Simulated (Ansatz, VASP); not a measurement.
One calculation of MgS, two programs

```
Mg S
1.0
     0.00000    2.52360    2.64067
     2.52360    0.00000    2.64067
     2.52360    2.52360    0.00000
Mg S
1 1
Cartesian
  0.0000 0.0000 0.0000
  2.5236 2.5236 2.6407
```

Change from the starting cell: strain -0.030 along x and y, +0.015 along z, atoms carried along.

Alike in both runs: task single point; functional PBEsol; k mesh 8 × 8 × 8; occupations gaussian, width 0.05 eV; no spin polarisation.

```csv
,VASP,Ansatz
version,VASP 6.6.1,Ansatz 0.2.0
potentials or method,"VASP PAW PBE potentials, release 64 (Mg, S), cutoff 520 eV","scalar-relativistic, plane waves, PAW"
valence electrons in the cell,8,16
```

|  | VASP | Ansatz | Ansatz less VASP |
| --- | --- | --- | --- |
| gap on the k mesh at the Fermi level (eV) | 2.62 | 2.61 | -0.006 |
| least direct gap on the mesh (eV) | 3.84 | 3.84 | -0.002 |
| pressure (GPa) | 3.0 | 3.2 | +0.19 |
| traceless stress, the component that is largest in VASP (GPa) | -3.81 | -3.81 | -0.004 |

VASP's potentials were made for PBE, not for PBEsol. VASP's potentials hold 8 valence electrons a cell and Ansatz's 16, so a difference there can come from the potentials and not from the codes.
